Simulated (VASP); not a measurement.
## HfO2: single point with r2SCAN

Crystal: HfO2.

```
Hf O
1.0
     4.54791    0.00000    0.00000
     0.00000    4.54791    0.00000
     0.00000    0.00000    3.36962
Hf O
2 4
Direct
  0.00000 0.00000 0.00000
  0.50000 0.50000 0.50000
  0.19041 0.80959 0.50000
  0.30959 0.30959 0.00000
  0.69041 0.69041 0.00000
  0.80959 0.19041 0.50000
```

| Property | Result |
| --- | --- |
| Program | VASP 6.6.1 |
| Task | single point |
| Functional | r2SCAN |
| Potentials or basis | VASP PAW PBE potentials, release 64 (Hf_pv, O) |
| Cutoff | 520 eV |
| k mesh | 6 × 6 × 8 |
| Occupations | gaussian, width 0.02 eV |
| Spin | no spin polarisation |

```json
{"Pressure": "13.9 GPa", "Band gap on the k mesh": "4.52 eV"}
```

Forces on the atoms (eV/Å):
```
Hf   0.000  0.000  0.000
Hf   0.000  0.000  0.000
O   -0.002  0.002  0.000
O    0.002  0.002  0.000
O   -0.002 -0.002  0.000
O    0.002 -0.002  0.000
```

Stress tensor (GPa, compression positive):
```
23.08  0.00  0.00
 0.00 23.08  0.00
 0.00  0.00 -4.34
```

Levels at points of the mesh, in eV from the valence-band top:
```tsv
k point	band 20	band 21	band 22	band 23	band 24	band 25
(0.00, 0.00, 0.00)	-0.05	-0.05	0.00	4.52	5.00	6.20
(0.50, 0.00, 0.00)	-1.77	-0.65	-0.65	5.49	5.49	7.00
(0.50, 0.50, 0.00)	-1.31	-0.24	-0.24	5.23	5.23	6.33
(0.00, 0.00, 0.50)	-1.17	-0.81	-0.81	5.76	5.76	6.76
(0.50, 0.00, 0.50)	-1.79	-0.87	-0.87	5.00	5.00	6.39
(0.50, 0.50, 0.50)	-1.04	-0.41	-0.41	6.06	6.06	6.21
```

Run time: 4.6 min on 1 thread of Intel(R) Xeon(R) Platinum 8375C CPU @ 2.90GHz (Ice Lake) (shared host), peak memory 0.25 GiB.

Caveat: the stress differs along the axes, from -4 to 23 GPa; the PAW data sets were made with another functional, which shifts forces and pressure a little; spin-orbit coupling is left out, which moves the levels of the heavy elements. A k mesh can miss the band edges.
